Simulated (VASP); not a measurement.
In2Sb: single point with r2SCAN

The system is In2Sb.

```
In Sb
1.0
     5.37990    0.00000    0.00000
    -2.68995    4.65913    0.00000
     0.00000    0.00000    6.72255
In Sb
4 2
Direct
  0.66667 0.33333 0.25000
  0.33333 0.66667 0.75000
  0.00000 0.00000 0.50000
  0.00000 0.00000 0.00000
  0.66667 0.33333 0.75000
  0.33333 0.66667 0.25000
```

```yaml
Program: VASP 6.6.1
Task: single point
Functional: r2SCAN
Potentials_or_basis: VASP PAW PBE potentials, release 64 (In_d, Sb)
Cutoff: 520 eV
k_mesh: 12 × 12 × 6
Occupations: gaussian, width 0.5 eV
Spin: no spin polarisation
```

```yaml
Pressure: -0.8 GPa
Band_gap_on_the_k_mesh: zero (bands 31 and 32 overlap by 2.21 eV)
```

Stress tensor (GPa, compression positive):
```
-0.32  0.00  0.00
 0.00 -0.32  0.00
 0.00  0.00 -1.90
```

Levels at points of the mesh, in eV from the Fermi level:
| k point | band 29 | band 30 | band 31 | band 32 | band 33 | band 34 |
| --- | --- | --- | --- | --- | --- | --- |
| (0.00, 0.00, 0.00) | -1.89 | -1.39 | -0.66 | -0.31 | -0.31 | 0.14 |
| (0.50, 0.00, 0.00) | -1.82 | -1.58 | -1.24 | 1.51 | 1.72 | 2.52 |
| (0.00, 0.00, 0.50) | -2.03 | -2.03 | -1.09 | -1.09 | -0.16 | -0.16 |
| (0.50, 0.00, 0.50) | -0.72 | -0.72 | 0.61 | 0.61 | 2.64 | 2.64 |

Run time: 30 min on 1 thread of Oxide Virtual Turin-like Processor (shared host), peak memory 0.54 GiB.

Caveat: so wide a smearing shifts energies and pressures; the PAW data sets were made with another functional, which shifts forces and pressure a little; spin-orbit coupling is left out, which moves the levels of the heavy elements.
